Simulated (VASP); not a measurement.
Here is a VASP 6.6.1 calculation.

The input INCAR:

```
PREC = Accurate ; ENCUT = 520
EDIFF = 1E-7 ; ISMEAR = -1
SIGMA = 0.1 ; LREAL = F
LASPH = T ; NELM = 150
ALGO = Normal ; ISIF = 2
LWAVE = F ; LCHARG = T
ISPIN = 2 ; MAGMOM = 1 1 1 0
LORBIT = 11 ; LMAXMIX = 4
GGA = PS ; LELF = T
LVHAR = T ; NBANDS = 28
```

File KPOINTS:

```
Automatic mesh
0
Gamma
  6 6 6
```

Contents of POSCAR:

```
AlNi3
1.0
    3.5230547267      0.0000000000      0.0000000000
    0.0000000000      3.5230547267      0.0000000000
    0.0000000000      0.0000000000      3.5230547267
Ni Al
3 1
Direct
    0.5000000000      0.5000000000      0.0000000000
    0.5000000000      0.0000000000      0.5000000000
    0.0000000000      0.5000000000      0.5000000000
    0.0000000000      0.0000000000      0.0000000000
```

Potentials or basis: VASP PAW PBE potentials, release 64 (Ni, Al).

Run with:

```bash
$ cat potpaw_PBE.64/Ni/POTCAR potpaw_PBE.64/Al/POTCAR > POTCAR
$ mpirun -np 1 vasp_std > vasp.out
```

Task: Predict the pressure.

Result: -0.5 GPa.

Task: What does it give for the net moment?

Result: 0.00 μB per cell.

Caveat: the PAW data sets were made with another functional, which shifts forces and pressure a little.
